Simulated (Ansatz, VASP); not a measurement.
**BN in VASP and in Ansatz**

```
N B
1.0
     2.49824    0.00000    0.00000
    -1.24912    2.16354    0.00000
     0.00000    0.00000    6.63570
N B
2 2
Cartesian
  1.2491 0.7212 1.6589
  0.0000 1.4424 4.9768
  1.2491 0.7212 4.9768
  0.0000 1.4424 1.6589
```

Alike in both runs: task single point; functional PBE-based screened hybrid; k mesh 6 × 6 × 2; occupations fermi-dirac, width 0.05 eV; no spin polarisation.

```csv
,VASP,Ansatz
version,VASP 6.6.1,Ansatz 0.2.0
potentials or method,"VASP PAW PBE potentials, release 64 (N, B)",Ansatz PAW
plane-wave cutoff (eV),520,420
valence electrons in the cell,16,16
```

|  | VASP | Ansatz | Ansatz less VASP |
| --- | --- | --- | --- |
| gap on the k mesh at the Fermi level (eV) | 4.81 | 4.82 | +0.008 |
| least direct gap on the mesh (eV) | 5.22 | 5.22 | +0.005 |
| pressure (GPa) | 3.1 | 3.0 | -0.12 |
| traceless stress, the component that is largest in VASP (GPa) | -0.48 | -0.17 | +0.314 |

VASP's potentials were made for PBE, not for PBE-based screened hybrid.

The k mesh is coarse, so the values compare programs but aren't converged.
